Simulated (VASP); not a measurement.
# H6C3O in VASP: a series of runs

The runs below take H6C3O through single point, with PBE.

All numbers are computed with VASP 6.6.1; they aren't measurements. Logs are shortened: lines on timing, memory, paths and dates and some standing lists are left out, and cuts for length are marked.

## Step 1: The cell of the first run

The cell holds a disordered packing, 30 atoms: a = 7.663 Å, b = 7.663 Å, c = 7.663 Å, α = 90.00°, β = 90.00°, γ = 90.00°.

## Step 2: Single point, PBE

INCAR reads:

```
PREC = Accurate
ENCUT = 520
EDIFF = 1E-6
ISMEAR = -1
SIGMA = 0.05
LREAL = Auto
LASPH = True
NELM = 60
ALGO = Normal
ISIF = 2
LWAVE = False
LCHARG = False
GGA = PE
NBANDS = 57
```

KPOINTS reads:

```
regular mesh
0
Gamma
  1 1 1
```

POSCAR reads:

```
H6C3O
1.0
    7.6630940000      0.0000000000      0.0000000000
    0.0000000000      7.6630940000      0.0000000000
    0.0000000000      0.0000000000      7.6630940000
O C H
3 9 18
Direct
    0.1576564784      0.0690249228      0.4700602996
    0.6653209709      1.0038035226      0.5320631635
    0.8512330670      0.4032804311      0.4478070352
    0.2720734330      0.1377782627      0.4057774626
    0.7554976114      0.9520285946      0.4262960070
    0.8767735568      0.4281210172      0.3038233930
    0.1889081659      0.3154712894      0.8836130966
    0.3404792973      0.1877938023      0.9049430766
    0.4396681046      0.6803415774      0.2224904823
    0.3195877971      0.6435988009      0.3771234034
    0.9324448493      0.8087866919      0.9134097809
    0.7823291291      0.6887726258      0.8602614192
    0.2358335828      0.4478535633      0.8546587863
    0.1015979779      0.2767062584      0.7767393043
    0.1089253213      0.3233789372      1.0023195190
    0.2935842482      0.0542465692      0.9283148104
    0.4235890295      0.1842320558      0.7880935149
    0.4243331480      0.2241138437      1.0155532119
    0.3980358947      0.6084066822      0.1057425731
    0.4418950789      0.8195210534      0.1881633706
    0.5747727502      0.6414105993      0.2501813440
    0.3625413850      0.7121404263      0.4955802258
    0.1851373963      0.6853024695      0.3498223474
    0.3165515929      0.5036849998      0.4078230515
    0.9201601705      0.8507005720      1.0500374917
    1.0591172873      0.7429163062      0.8997300460
    0.9364644169      0.9272755337      0.8326852288
    0.7965924398      0.6423518966      0.7252148510
    0.7763436271      0.5728646847      0.9443645179
    0.6559669919      0.7560307101      0.8699257858
```

Potentials or basis: VASP PAW PBE potentials, release 64 (O, C, H).

On the command line:

```sh
cat potpaw_PBE.64/O/POTCAR potpaw_PBE.64/C/POTCAR potpaw_PBE.64/H/POTCAR > POTCAR
mpirun -np 1 vasp_gam > vasp.out
```

OUTCAR:

```text
PREC = Accurate
   ENCUT = 520
   EDIFF = 1E-6
   ISMEAR = -1
   LREAL = Auto
   LASPH = True
   NELM = 60
   ISIF = 2
   GGA = PE

 ion  position               nearest neighbor table
   1  0.158  0.069  0.470-   4 1.14
   2  0.665  0.004  0.532-   5 1.14
   3  0.851  0.403  0.448-   6 1.14
   4  0.272  0.138  0.406-   1 1.14
   5  0.755  0.952  0.426-   2 1.14
   6  0.877  0.428  0.304-   3 1.14
   7  0.189  0.315  0.884-  14 1.10  15 1.10  13 1.10   8 1.53
   8  0.340  0.188  0.905-  17 1.10  16 1.10  18 1.10   7 1.53
   9  0.440  0.680  0.222-  21 1.10  19 1.10  20 1.10  10 1.53
  10  0.320  0.644  0.377-  24 1.10  23 1.10  22 1.10   9 1.53
  11  0.932  0.809  0.913-  26 1.10  27 1.10  25 1.10  12 1.53
  12  0.782  0.689  0.860-  29 1.10  30 1.10  28 1.10  11 1.53
  13  0.236  0.448  0.855-   7 1.10
  14  0.102  0.277  0.777-   7 1.10
  15  0.109  0.323  0.002-   7 1.10
  16  0.294  0.054  0.928-   8 1.10
  17  0.424  0.184  0.788-   8 1.10
  18  0.424  0.224  0.016-   8 1.10
[... 10 lines left out ...]
  29  0.776  0.573  0.944-  12 1.10
  30  0.656  0.756  0.870-  12 1.10

  LATTYP: Found a simple cubic cell.
 ALAT       =     7.6630940000

  Lattice vectors:

 A1 = (   7.6630940000,   0.0000000000,   0.0000000000)
 A2 = (   0.0000000000,   7.6630940000,   0.0000000000)
 A3 = (   0.0000000000,   0.0000000000,   7.6630940000)

Analysis of symmetry for initial positions (statically):
=====================================================================
 Subroutine PRICEL returns:
 Original cell was already a primitive cell.

 Routine SETGRP: Setting up the symmetry group for a
 simple cubic supercell.

 Subroutine GETGRP returns: Found  1 space group operations
 (whereof  1 operations were pure point group operations)
 out of a pool of 48 trial point group operations.

The static configuration has the point symmetry C_1 .

Analysis of symmetry for dynamics (positions and initial velocities):
=====================================================================
 Subroutine PRICEL returns:
 Original cell was already a primitive cell.

 Routine SETGRP: Setting up the symmetry group for a
 simple cubic supercell.

 Subroutine GETGRP returns: Found  1 space group operations
 (whereof  1 operations were pure point group operations)
 out of a pool of 48 trial point group operations.

The dynamic configuration has the point symmetry C_1 .

 Subroutine INISYM returns: Found  1 space group operations
 (whereof  1 operations are pure point group operations),
 and found     1 'primitive' translations

----------------------------------------------------------------------------------------

                                     Primitive cell

  volume of cell :     449.9999

  direct lattice vectors                    reciprocal lattice vectors
     7.663094000  0.000000000  0.000000000     0.130495594  0.000000000  0.000000000
     0.000000000  7.663094000  0.000000000     0.000000000  0.130495594  0.000000000
     0.000000000  0.000000000  7.663094000     0.000000000  0.000000000  0.130495594

  length of vectors
     7.663094000  7.663094000  7.663094000     0.130495594  0.130495594  0.130495594

  position of ions in fractional coordinates (direct lattice)
     0.157656478  0.069024923  0.470060300
     0.665320971  0.003803523  0.532063163
     0.851233067  0.403280431  0.447807035
     0.272073433  0.137778263  0.405777463
     0.755497611  0.952028595  0.426296007
     0.876773557  0.428121017  0.303823393
[... 22 lines left out ...]
     0.776343627  0.572864685  0.944364518
     0.655966992  0.756030710  0.869925786

  ion indices of the primitive-cell ions
   primitive index   ion index
                 1           1
                 2           2
                 3           3
                 4           4
                 5           5
                 6           6
[... 22 lines left out ...]
                29          29
                30          30

----------------------------------------------------------------------------------------

 KPOINTS: regular mesh

[... 46 lines left out ...]
   TEBEG  =    0.0;   TEEND  =   0.0 temperature during run
   PSTRESS=    0.0 pullay stress
   NELECT =      72.0000    total number of electrons
   NUPDOWN=      -1.0000    fix difference up-down
   EMIN   =  10.00;   EMAX   =-10.00  energy-range for DOS
   EFERMI =   0.00;   METHOD = LEGACY
   ISMEAR =    -1;   SIGMA  =   0.05  broadening in eV -4-tet -1-fermi 0-gaus
   EFERMI_NEDOS =   21; number of points for ismear=-14 and -15
   IALGO  =     38    algorithm
   IMIX   =      4    mixing-type and parameters
     AMIX     =   0.40;   BMIX     =  1.00
     AMIX_MAG =   1.60;   BMIX_MAG =  1.00
  volume/ion in A,a.u.               =      15.00       101.22
  Fermi-wavevector in a.u.,A,eV,Ry     =   0.888754  1.679501 10.747017  0.789883
  Thomas-Fermi vector in A             =   2.010225
   LORBIT       =      0    0 simple, 1 ext, 2 COOP (PROOUT), +10 PAW based schemes
   GGA     = PE    functional components
   LHFCALC =     F    Hartree Fock is set to
   AEXX    =    0.0000 exact exchange contribution
   IVDW    =     0    specifies the selected vdW correction
   LEPSILON=     F    determine dielectric tensor
   LRPA    =     F    only Hartree local field effects (RPA)
 non-spin polarized calculation
  energy-cutoff  :      520.00
  volume of cell :      450.00
 maximum number of plane-waves:      6075
 NGX is ok and might be reduce to    60
   NGX = 29   NGY = 29   NGZ = 29

 number of electron      72.0000004 magnetization

 Free energy of the ion-electron system (eV)
  ---------------------------------------------------
  ext. energy  EPLUGINS =         0.00000000
  ---------------------------------------------------
  free energy    TOTEN  =      -166.03916550 eV

  energy without entropy =     -166.03916550  energy(sigma->0) =     -166.03916550

 E-fermi :  -4.0607     XC(G=0):  -5.8074

 val. band max:       -5.3422287189   @ k =   0.0000   0.0000   0.0000
 cond. band min:       0.1783488971   @ k =   0.0000   0.0000   0.0000
 fundamental gap:      5.5205776160
 Fermi energy:        -4.0607396868

 k-point     1 :       0.0000    0.0000    0.0000
  band No.  band energies     occupation
      1     -26.8718      2.00000
      2     -26.8468      2.00000
      3     -26.7641      2.00000
      4     -16.0452      2.00000
      5     -15.9317      2.00000
      6     -15.8350      2.00000
[... 40 lines left out ...]
     47       3.8146      0.00000
     48       4.0217      0.00000
 [bands above 48 left out]

------------------------ aborting loop because EDIFF is reached ----------------------------------------

  FORCE on cell =-STRESS in cart. coord.  units (eV):
  Direction    XX          YY          ZZ          XY          YZ          ZX
  --------------------------------------------------------------------------------------
  -------------------------------------------------------------------------------------
  Total        1.1929549      0.7056398      1.4979311      0.1464663     -0.0705248     -0.8949387
  in kB        4.2473900      2.5123559      5.3332257      0.5214778     -0.2510962     -3.1863350
  external PRESSURE =       4.0309906 kB  Pullay stress =       0.0000000 kB

 VOLUME and BASIS-vectors are now :
 -----------------------------------------------------------------------------
  energy-cutoff  :      520.00
  volume of cell :      450.00
      direct lattice vectors                 reciprocal lattice vectors
     7.663094000  0.000000000  0.000000000     0.130495594  0.000000000  0.000000000
     0.000000000  7.663094000  0.000000000     0.000000000  0.130495594  0.000000000
     0.000000000  0.000000000  7.663094000     0.000000000  0.000000000  0.130495594

 POSITION                                       TOTAL-FORCE (eV/Angst)
 -----------------------------------------------------------------------------------
      1.20814      0.52894      3.60212        -0.661990     -0.381395      0.355510
      5.09842      0.02915      4.07725        -0.456286      0.260629      0.542757
      6.52308      3.09038      3.43159        -0.139852     -0.127595      0.794777
      2.08492      1.05581      3.10951         0.662723      0.374619     -0.361327
      5.78945      7.29548      3.26675         0.455030     -0.273889     -0.542106
      6.71880      3.28073      2.32823         0.128077      0.109432     -0.793703
[... 22 lines left out ...]
      5.94919      4.38992      7.23675        -0.003243     -0.016888      0.006190
      5.02674      5.79353      6.66632        -0.014104     -0.003705     -0.004465
 -----------------------------------------------------------------------------------
    total drift:                                0.012360     -0.014086      0.011201

  FREE ENERGIE OF THE ION-ELECTRON SYSTEM (eV)
  ---------------------------------------------------
  free  energy   TOTEN  =      -166.0391654995 eV

  energy  without entropy=     -166.0391654995  energy(sigma->0) =     -166.03916550
```

It took 96 s on 1 thread of Intel Xeon 8259CL, shared host; peak memory 0.45 GiB.

What came out:

| Property | Result |
| --- | --- |
| Free energy | -166.0392 eV |
| Pressure | 0.4 GPa |
| Largest force | 0.843 eV/Å |

Forces on the atoms (eV/Å):
```
O   -0.662 -0.381  0.356
O   -0.456  0.261  0.543
O   -0.140 -0.128  0.795
C    0.663  0.375 -0.361
C    0.455 -0.274 -0.542
C    0.128  0.109 -0.794
C   -0.004  0.013 -0.005
C    0.006 -0.005  0.007
C    0.001 -0.004 -0.008
C   -0.006  0.014  0.010
C    0.011  0.007  0.004
C    0.002 -0.010 -0.008
H    0.007  0.022 -0.002
H   -0.011 -0.003 -0.017
H   -0.006  0.005  0.022
H   -0.003 -0.019  0.004
H    0.013 -0.003 -0.020
H    0.012  0.005  0.016
H   -0.015 -0.015 -0.025
H   -0.005  0.018 -0.010
H    0.017 -0.002 -0.006
H    0.013  0.022  0.020
H   -0.010  0.006  0.007
H    0.001 -0.023  0.009
H   -0.009  0.001  0.004
H    0.011  0.000  0.003
H    0.002  0.014 -0.016
H    0.004  0.014  0.014
H   -0.003 -0.017  0.006
H   -0.014 -0.004 -0.004
```

Caveat: the k points lie up to 0.82 Å⁻¹ apart.

## Step 3: Single point, PBE

INCAR reads:

```
ALGO     = Normal         # electronic algorithm
EDIFF    = 1E-6           # SCF threshold, eV
ENCUT    = 520            # plane-wave cutoff, eV
GGA      = PE             # functional
ISIF     = 2              # what is computed and relaxed
ISMEAR   = -1             # smearing method
LASPH    = T              # aspherical terms in the spheres
LCHARG   = T              # write CHGCAR
LELF     = T              # ELF
LREAL    = Auto         
LVHAR    = T            
LWAVE    = F              # write WAVECAR
NBANDS   = 57             # bands
NELM     = 60             # most SCF steps
PREC     = Accurate       # precision mode
SIGMA    = 0.05           # smearing width, eV
```

KPOINTS reads:

```
k-points
0
Gamma
  1 1 1
```

POSCAR reads:

```
H6C3O
1.0
    7.6630940000      0.0000000000      0.0000000000
    0.0000000000      7.6630940000      0.0000000000
    0.0000000000      0.0000000000      7.6630940000
O C H
3 9 18
Direct
    0.1555507475      0.0825123638      0.5062707048
    0.6922791238      0.9948592566      0.5119864118
    0.8538718173      0.3987162365      0.4488134949
    0.2654019382      0.1285381597      0.4132273466
    0.7381874736      0.9431438529      0.3822346431
    0.9059265096      0.4244108189      0.3097312913
    0.2035470268      0.3473531709      0.8758211761
    0.3362740950      0.1974398330      0.9013200151
    0.4403443309      0.6832096801      0.2363927677
    0.3207712185      0.6441523489      0.3885375803
    0.9473980092      0.8104820325      0.9149176560
    0.7833128499      0.7242505442      0.8475949793
    0.2791822729      0.4658170708      0.8610882236
    0.1114693360      0.3371353660      0.7685668478
    0.1222613216      0.3452521919      0.9943111751
    0.2632357113      0.0773838870      0.9265056647
    0.4380476084      0.1785440711      0.8006557143
    0.4068983103      0.2164399915      1.0262564964
    0.4602449089      0.5647327307      0.1600397959
    0.3985204932      0.7919386086      0.1489607200
    0.5702526943      0.6933752868      0.2917098498
    0.3308324288      0.7383962666      0.4924512214
    0.1874699697      0.6256350242      0.3326593671
    0.3614075464      0.5122343534      0.4279733486
    0.9568589397      0.8252671832      1.0640741194
    1.0618165456      0.7241852964      0.8731199174
    0.9746585387      0.9406644366      0.8562337876
    0.8055884477      0.6984907141      0.7089695102
    0.7562089151      0.6008147623      0.9221862605
    0.6744534257      0.8137052736      0.8584391631
```

Potentials or basis: VASP PAW PBE potentials, release 64 (O, C, H).

On the command line:

```sh
cat potpaw_PBE.64/O/POTCAR potpaw_PBE.64/C/POTCAR potpaw_PBE.64/H/POTCAR > POTCAR
mpirun -np 1 vasp_gam > vasp.out
```

It took 1.9 min on 1 thread of Intel Xeon 8259CL, shared host; peak memory 0.45 GiB.

Results (log left out):

```
Free energy   : -165.3418 eV
Pressure      : -0.1 GPa
Largest force : 2.179 eV/Å
```

Forces in eV/Å, atoms in the order of the input:
```
O    1.198  0.497 -1.097
O   -0.707  0.749  1.807
O    0.401  0.242 -1.135
C   -1.205 -0.511  1.065
C    0.799 -0.589 -1.773
C   -0.485 -0.242  1.132
C    0.657 -0.747  0.630
C   -0.202 -0.061  0.465
C    0.277 -0.067 -0.280
C   -0.670 -1.251 -1.456
C    1.967 -0.304  0.886
C    0.191 -0.322  0.486
H   -0.179  0.711  0.139
H    0.045 -0.305 -0.520
H    0.093  0.557 -0.017
H    0.100 -0.432 -0.393
H   -0.444  0.055 -0.037
H   -0.014  0.236 -0.246
H   -0.479 -0.184 -0.577
H    0.500 -0.329  0.497
H    0.568  0.905 -0.158
H   -0.276  0.262  0.483
H    0.187  0.401  0.727
H   -0.162  0.139  0.707
H   -0.270 -0.147 -1.416
H   -0.696  0.772  0.547
H   -0.283 -0.352  0.161
H   -0.306 -0.366 -0.101
H    0.019  0.604 -0.609
H   -0.627  0.079  0.083
```

Stress tensor (GPa, compression positive):
```
-0.06  0.44  0.15
 0.44  0.22  1.05
 0.15  1.05 -0.45
```

Levels at points of the mesh, in eV from the Fermi level:
```
           k point  band 32  band 33  band 34  band 35  band 36  band 37  band 38  band 39  band 40  band 41
(0.00, 0.00, 0.00)    -1.76    -1.56    -1.50    -1.44    -1.26     3.75     3.86     4.01     4.21     4.49
```

Caveat: the k points lie up to 0.82 Å⁻¹ apart.

## Step 4: Single point, PBE

INCAR reads:

```
ALGO = Normal ; EDIFF = 1E-6
ENCUT = 520 ; GGA = PE
ISIF = 2 ; ISMEAR = -1
LASPH = True ; LCHARG = False
LREAL = Auto ; LWAVE = False
NBANDS = 57 ; NELM = 60
PREC = Accurate ; SIGMA = 0.05
```

KPOINTS is that of step 3.

POSCAR reads:

```
H6C3O
1.0
    7.6630940000      0.0000000000      0.0000000000
    0.0000000000      7.6630940000      0.0000000000
    0.0000000000      0.0000000000      7.6630940000
O C H
3 9 18
Direct
    0.1583694523      0.1000118229      0.5366109303
    0.7359168503      0.9926538811      0.5057226233
    0.8428840883      0.3878068049      0.4468430115
    0.2551580341      0.1063278096      0.4280646955
    0.7487445671      0.9978998039      0.3624645607
    0.9173318245      0.4242803233      0.3211366062
    0.2015243451      0.3559136819      0.8700663205
    0.3248035324      0.2021637735      0.9000411583
    0.4525326193      0.6747144169      0.2480851729
    0.3190486767      0.6165655804      0.3977375196
    0.9802567997      0.8182334707      0.9032904986
    0.7865882893      0.7456257225      0.8549549307
    0.2641622300      0.4866311179      0.8578780320
    0.1116520298      0.3304017933      0.7600846342
    0.1110256510      0.3631692369      0.9884127743
    0.2402815364      0.0863489343      0.9341135578
    0.4066242695      0.1719801427      0.7874887089
    0.4125226703      0.2103980455      1.0206843346
    0.4813721455      0.5709051722      0.1451893974
    0.4058151968      0.7954489401      0.1878614565
    0.5792960389      0.6927750071      0.3150946602
    0.2692907069      0.7301228459      0.4622806402
    0.2156831170      0.5392469412      0.3513463361
    0.3984421958      0.5440361295      0.4914333558
    0.9818096972      0.9168359412      1.0032501233
    1.0537519180      0.7059159133      0.9465628374
    1.0295710845      0.8717627632      0.7782887695
    0.8129744983      0.6655275271      0.7320411312
    0.7334504836      0.6622259886      0.9609434518
    0.6933491877      0.8458724374      0.8057450424
```

On the command line:

```sh
cat potpaw_PBE.64/O/POTCAR potpaw_PBE.64/C/POTCAR potpaw_PBE.64/H/POTCAR > POTCAR
mpirun -np 1 vasp_gam > vasp.out
```

Wall time 87 s (1 thread of Intel Xeon 8259CL, shared host); peak memory 0.45 GiB.

The run converged. Its results:

- Free energy: -165.0416 eV
- Pressure: 0.1 GPa
- Largest force: 5.329 eV/Å

Forces in eV/Å, atoms in the order of the input:
```
O   -2.310 -0.217  2.394
O   -0.519 -0.176  5.245
O    0.549  0.362 -0.929
C    2.326  0.149 -2.568
C    0.506  0.192 -5.301
C   -0.656 -0.286  0.901
C   -0.809  0.262  1.365
C   -0.108 -0.721  1.479
C   -0.302 -1.208  0.599
C    2.739  0.422 -0.934
C   -2.259 -0.535 -1.447
C    1.607 -0.023 -0.921
H   -0.122 -0.557 -0.148
H    0.358  0.218  0.047
H    0.687  0.163 -0.863
H    0.603  0.426 -0.554
H    0.136 -0.112 -0.106
H   -0.623  0.404 -1.062
H   -0.627  0.790  0.804
H    0.288 -0.002 -0.243
H   -0.241  0.398 -0.348
H   -0.365  0.683  0.414
H   -1.172 -0.858 -0.574
H   -0.272 -0.271  0.289
H   -0.132  0.513  0.466
H    0.516 -0.246  0.023
H    0.289 -0.096  0.555
H   -0.433  0.150  1.137
H   -0.009  0.364 -0.476
H    0.351 -0.186  0.757
```

Stress tensor (GPa, compression positive):
```
-0.78 -0.04 -0.48
-0.04  0.21  0.43
-0.48  0.43  0.91
```

Levels at points of the mesh, in eV from the Fermi level:
```tsv
k point	band 32	band 33	band 34	band 35	band 36	band 37	band 38	band 39	band 40	band 41
(0.00, 0.00, 0.00)	-1.62	-1.55	-1.43	-1.29	-1.20	3.95	4.11	4.46	4.61	4.79
```

Caveat: the k points lie up to 0.82 Å⁻¹ apart.

## Step 5: The runs side by side

```csv
cell,pressure (GPa),largest force (eV/Å)
"as given, atomic positions A",0.4,0.84
"as given, atomic positions B",-0.1,2.18
"as given, atomic positions C",0.1,5.33
```

Alike in all rows: task single point; level PBE; potentials or basis VASP PAW PBE potentials, release 64 (O, C, H); no spin polarisation; k mesh 1 × 1 × 1; cutoff (eV) 520; smearing fermi-dirac 0.05 eV.

Caveats: all runs use coarse meshes.

Absolute energies hang on the potentials; compare differences alone.
